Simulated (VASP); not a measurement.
Cl, 1 atom in the cell. It takes space group P6/mmm (No. 191, hexagonal). The conventional cell has a = 4.109 Å, b = 4.109 Å, c = 2.219 Å, α = 90.00°, β = 90.00°, γ = 120.00°. Within 2.9 Å of Cl (site symmetry 6/mmm) lie 2 Cl at 2.22 Å. 

* Program: VASP 6.6.1
* Task: relaxation of cell and atoms
* Functional: PBEsol
* Potentials or basis: VASP PAW PBE potentials, release 64 (Cl)
* Cutoff: 600 eV
* k mesh: 9 × 9 × 12
* Occupations: gaussian, width 0.02 eV
* Spin: no spin polarisation
* Dipole correction: no
* Further INCAR settings: ALGO = Normal; EDIFF = 1e-07; IBRION = 2; EDIFFG = -0.01; NSW = 100; ISIF = 3

Potentials or basis: VASP PAW PBE potentials, release 64 (Cl).

Run with:

```console
$ cat potpaw_PBE.64/Cl/POTCAR > POTCAR
$ mpirun -np 1 vasp_std > vasp.out
```

Hardware: 1 thread of AMD EPYC 9R45 96-Core Processor (Zen 5), on a shared host.

Question: Estimate the wall time of this run.

Answer: Wall time 2.2 min on 1 thread of AMD EPYC 9R45 96-Core Processor (Zen 5) (shared host), peak memory 0.14 GiB. Counts: scf iterations 129, k points 84, ion steps 15.
